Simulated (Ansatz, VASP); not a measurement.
**One calculation of Al, two programs**

INCAR

```
SYSTEM = Al
ALGO = Fast ; EDIFF = 1E-7
ENCUT = 520 ; GGA = PE
ISIF = 2 ; ISMEAR = 0
IVDW = 12 ; LASPH = .TRUE.
LCHARG = .FALSE. ; LREAL = .FALSE.
LWAVE = .FALSE. ; NBANDS = 22
NELM = 80 ; PREC = Accurate
SIGMA = 0.15
```

File KPOINTS:

```
k-points
0
G
  10 10 10
  0 0 0
```

POSCAR

```
Al
1.0
   -4.0479600000      4.0479600000      0.0000000000
   -4.0479600000      0.0000000000      4.0479600000
    0.0000000000      4.0479600000      4.0479600000
Al
8
Direct
    0.0000000000      0.0000000000      0.0000000000
    0.5000000000      0.0000000000      0.0000000000
    0.0000000000      0.5000000000      0.0000000000
    0.0000000000      0.0000000000      0.5000000000
    0.5000000000      0.5000000000      0.0000000000
    0.5000000000      0.0000000000      0.5000000000
    0.0000000000      0.5000000000      0.5000000000
    0.5000000000      0.5000000000      0.5000000000
```

Input for Ansatz:

```yaml
crystal:
  lattice:
    - [-4.04796, 4.04796, 0.0]
    - [-4.04796, 0.0, 4.04796]
    - [0.0, 4.04796, 4.04796]
  atoms:
    - { symbol: Al, position: [0.0, 0.0, 0.0] }
    - { symbol: Al, position: [0.5, 0.0, 0.0] }
    - { symbol: Al, position: [0.0, 0.5, 0.0] }
    - { symbol: Al, position: [0.0, 0.0, 0.5] }
    - { symbol: Al, position: [0.5, 0.5, 0.0] }
    - { symbol: Al, position: [0.5, 0.0, 0.5] }
    - { symbol: Al, position: [0.0, 0.5, 0.5] }
    - { symbol: Al, position: [0.5, 0.5, 0.5] }
basis:
  ecutwfc: 420
kpoints:
  mp_grid: { grid: [10, 10, 10] }
hamiltonian:
  xc: pbe
  dispersion: d3bj
scf:
  occupations: { method: gaussian, width: 0.15 }
output:
  forces: true
  stress: true
  eigenvalues: true
  write_density: true
  write_potential: true
  elf: true
  volumetric_format: npy
```

Alike in both runs: task single point; functional PBE; dispersion D3(BJ); k mesh 10 × 10 × 10; occupations gaussian, width 0.15 eV; no spin polarisation.

|  | VASP | Ansatz |
| --- | --- | --- |
| version | VASP 6.6.1 | Ansatz 0.2.0 |
| potentials or method | VASP PAW PBE potentials, release 64 (Al), cutoff 520 eV | scalar-relativistic, plane waves, PAW |
| valence electrons in the cell | 24 | 24 |

```csv
,VASP,Ansatz,Ansatz less VASP
gap on the k mesh at the Fermi level (eV),none,none,-
pressure (GPa),-3.8,-3.8,+0.04
```

A gap of «none» marks a metal or a gap that the smearing closes.
